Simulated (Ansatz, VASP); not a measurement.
## Two plane-wave programs on Lu

INCAR

```
  PREC = Accurate
  ENCUT = 520
  EDIFF = 1E-8
  ISMEAR = -1
  SIGMA = 0.03
  LREAL = F
  LASPH = T
  NELM = 80
  ALGO = Normal
  ISIF = 2
  LWAVE = F
  LCHARG = F
  GGA = PE
  LEFG = T
  NBANDS = 32
```

File KPOINTS:

```
Automatic mesh
0
Gamma
  11 11 11
```

File POSCAR:

```
Lu
1.0
    0.0000000000      3.6932851132      3.6932851132
    3.6932851132      0.0000000000      3.6932851132
    3.6932851132      3.6932851132      0.0000000000
Lu
2
Direct
    0.0000000000      0.0000000000      0.0000000000
    0.2500000000      0.2500000000      0.2500000000
```

Input for Ansatz:

```yaml
crystal:
  lattice:
    - [0.0, 3.6932851132, 3.6932851132]
    - [3.6932851132, 0.0, 3.6932851132]
    - [3.6932851132, 3.6932851132, 0.0]
  atoms:
    - { symbol: Lu, position: [0.0, 0.0, 0.0] }
    - { symbol: Lu, position: [0.25, 0.25, 0.25] }
kpoints:
  mp_grid: { grid: [11, 11, 11] }
  band_path:
    path:
      - [0.0, 0.0, 0.0]
      - [0.5, 0.0, 0.5]
      - [0.625, 0.25, 0.625]
      - [0.375, 0.375, 0.75]
      - [0.0, 0.0, 0.0]
      - [0.5, 0.5, 0.5]
      - [0.5, 0.25, 0.75]
      - [0.5, 0.0, 0.5]
    npoints: 8
scf:
  occupations: { method: fermi_dirac, width: 0.03 }
hamiltonian:
  xc: pbe
  pseudopotentials: { kind: paw }
output:
  forces: true
  stress: true
  eigenvalues: true
  efg: { contact_densities: true }
  populations: true
  bader: true
  dos: { projected: true, de: 0.2, e_range: [-14, 8] }
  write_density: true
  write_potential: true
  elf: true
  volumetric_format: npy
```

Alike in both runs: task electric field gradients; functional PBE; k mesh 11 × 11 × 11; occupations fermi-dirac, width 0.03 eV; no spin polarisation.

|  | VASP | Ansatz |
| --- | --- | --- |
| version | VASP 6.6.1 | Ansatz 0.2.0 |
| potentials or method | VASP PAW PBE potentials, release 64 (Lu) | PAW with Ansatz's default frozen-core files, scalar-relativistic |
| plane-wave cutoff (eV) | 520 | 420 |
| valence electrons in the cell | 50 | 50 |

```tsv
	VASP	Ansatz	Ansatz less VASP
pressure (GPa)	0.0	0.0	-0.01
```

Spin-orbit coupling is off throughout.
